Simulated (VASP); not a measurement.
Set up this calculation in VASP 6.6.1, as the native input.

```yaml
Task: single point
Functional: r2SCAN
Potentials_or_basis: VASP PAW PBE potentials, release 64 (Be, S)
Cutoff: 520 eV
k_mesh: 12 × 12 × 12
Occupations: gaussian, width 0.05 eV
Spin: no spin polarisation
Dipole_correction: no
Further_INCAR_settings: ALGO = Normal; EDIFF = 1e-06; NBANDS = 11
```

Crystal: BeS.

```
Be S
1.0
     0.00000    2.42500    2.42500
     2.42500    0.00000    2.42500
     2.42500    2.42500    0.00000
Be S
1 1
Direct
  0.00000 0.00000 0.00000
  0.75000 0.75000 0.75000
```

The input as run:

POSCAR

```
BeS
1.0
    0.0000000000      2.4249991143      2.4249991143
    2.4249991143      0.0000000000      2.4249991143
    2.4249991143      2.4249991143      0.0000000000
Be S
1 1
Direct
    0.0000000000      0.0000000000      0.0000000000
    0.7500000000      0.7500000000      0.7500000000
```

INCAR.step1

```
  PREC = Accurate
  ENCUT = 520
  ISMEAR = 0
  SIGMA = 0.05
  LREAL = False
  LASPH = True
  NELM = 60
  NBANDS = 11
  GGA = PE
  ALGO = Normal
  EDIFF = 1E-4
  LWAVE = True
  LCHARG = False
```

INCAR.step2

```
  PREC = Accurate
  ENCUT = 520
  EDIFF = 1E-6
  ISMEAR = 0
  SIGMA = 0.05
  LREAL = False
  LASPH = True
  NELM = 60
  ALGO = Normal
  ISIF = 2
  LWAVE = False
  LCHARG = False
  METAGGA = R2SCAN
  LMIXTAU = True
  NBANDS = 11
  ISTART = 1
```

KPOINTS

```
Automatic mesh
0
Gamma
  12 12 12
```

Potentials or basis: VASP PAW PBE potentials, release 64 (Be, S).

Run with:

```console
$ cat potpaw_PBE.64/Be/POTCAR potpaw_PBE.64/S/POTCAR > POTCAR
$ cp INCAR.step1 INCAR
$ mpirun -np 1 vasp_std > vasp.out
$ cp INCAR.step2 INCAR
$ mpirun -np 1 vasp_std > vasp.out
```

Results of the run:

```
Pressure               : 1.4 GPa
Band gap on the k mesh : 3.57 eV, indirect (least direct gap 6.26 eV)
```

Caveat: the PAW data sets were made with another functional, which shifts forces and pressure a little.

It took 76 s on 1 thread of AMD EPYC 7R13 Processor (Zen 3), with other jobs on the host, peak memory 0.14 GiB.
